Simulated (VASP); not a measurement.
A run of VASP 6.6.1 is set up as follows.

Contents of INCAR:

```
SYSTEM = TiO2
ALGO = Normal ; EDIFF = 1E-6
ENCUT = 520 ; GGA = PE
ISIF = 2 ; ISMEAR = 0
LASPH = .True. ; LCHARG = .True.
LELF = .True. ; LREAL = .False.
LVHAR = .True. ; LWAVE = .False.
NBANDS = 33 ; NELM = 60
PREC = Accurate ; SIGMA = 0.05
```

Contents of KPOINTS:

```
k-points
0
Gamma
  8 8 10
  0 0 0
```

Contents of POSCAR:

```
TiO2
1.0
    4.6433998178      0.0000000000      0.0000000000
    0.0000000000      4.6433998178      0.0000000000
    0.0000000000      0.0000000000      2.9638636879
Ti O
2 4
Direct
    0.0000000000      0.0000000000      0.0000000000
    0.5000000000      0.5000000000      0.5000000000
    0.3050970583      0.3050970583      0.0000000000
    0.1949029417      0.8050970583      0.5000000000
    0.6949029417      0.6949029417      0.0000000000
    0.8050970583      0.1949029417      0.5000000000
```

Potentials or basis: VASP PAW PBE potentials, release 64 (Ti_sv, O).

The run is started by

```console
$ cat potpaw_PBE.64/Ti_sv/POTCAR potpaw_PBE.64/O/POTCAR > POTCAR
$ mpirun -np 1 vasp_std > vasp.out
```

Problem. Predict the band gap on the k mesh.

Solution. 1.83 eV.

Problem. Estimate the largest force.

Solution. 0.025 eV/Å.

Problem. What does it give for the pressure?

Solution. 0.7 GPa.

Forces on the atoms (eV/Å):
```
Ti   0.000  0.000  0.000
Ti   0.000  0.000  0.000
O   -0.017 -0.017  0.000
O    0.017 -0.017  0.000
O    0.017  0.017  0.000
O   -0.017  0.017  0.000
```

**What was measured.**

From “Shallow Valence Band of Rutile GeO2 and P-type Doping”, 2020, arxiv:2011.08928, for a bulk crystal of TiO2 at 1.6 K: band gap 3.03 eV (direct).

A measured gap of TiO2 is 3.03 eV (direct; 1.6 K; quoted in “Shallow Valence Band of Rutile GeO2 and P-type Doping”, 2020, arxiv:2011.08928); the calculated 1.83 eV misses it by -1.20 eV. 2 values of this kind are on record in papers (3.03 to 3.05 eV); this one was drawn at random among those near their median. The value is that of PBE on a finite k mesh, which can miss the band edges, without temperature or zero-point motion. Semilocal functionals fall short of measured gaps as a rule.
